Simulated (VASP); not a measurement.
Co:

```
CELL_PARAMETERS angstrom
2.50188 0.00000 0.00000
-1.25094 2.16670 0.00000
0.00000 0.00000 8.17115
ATOMIC_POSITIONS crystal
Co 0.00000 0.00000 0.00000
Co 0.00000 0.00000 0.50000
Co 0.33333 0.66667 0.25000
Co 0.66667 0.33333 0.75000
```

| Item | Value |
| --- | --- |
| Program | VASP 6.6.1 |
| Task | relaxation of cell and atoms |
| Functional | PBE |
| Potentials or basis | VASP PAW PBE potentials, release 64 (Co_sv) |
| Cutoff | 690 eV |
| k mesh | 14 × 14 × 4 |
| Occupations | fermi-dirac, width 0.1 eV |
| Spin | no spin polarisation |

At the start: pressure -15.7 GPa; volume 11.07 Å³/atom.

Task: How do energy, volume and symmetry change on relaxing?

Result: Over 8 steps the energy falls by 39.6 meV/atom and the volume is 10.32 Å³/atom (-6.8 %); space group P6_3/mmc (No. 194, to 0.1 Å) before and after.

Step by step:
| step | energy change (eV) | largest force (eV/Å) | pressure (GPa) | volume (Å³) |
| --- | --- | --- | --- | --- |
| 1 | 0.0000 | 0.0000 | -15.66 | 44.29 |
| 2 | 0.1349 | 0.0000 | 28.64 | 37.71 |
| 3 | -0.1580 | 0.0000 | -0.37 | 41.33 |
| 4 | -0.1581 | 0.0000 | -0.03 | 41.27 |
| 5 | -0.1581 | 0.0000 | 0.35 | 41.21 |
| 6 | -0.1581 | 0.0000 | -0.41 | 41.33 |
| 7 | -0.1582 | 0.0000 | -0.10 | 41.28 |
| 8 | -0.1582 | 0.0000 | 0.01 | 41.27 |

Final structure:
```xyz
4
Lattice="2.4463 0.0000 0.0000 -1.2232 2.1186 0.0000 0.0000 0.0000 7.9622" Properties=species:S:1:pos:R:3 pbc="T T T"
Co    0.0000    0.0000    0.0000
Co    0.0000    0.0000    3.9811
Co    0.0000    1.4124    1.9905
Co    1.2232    0.7062    5.9716
```

Caveat: the highest band is partly filled, so the run has too few bands; the run has no spin polarisation, though such a crystal can be magnetic.
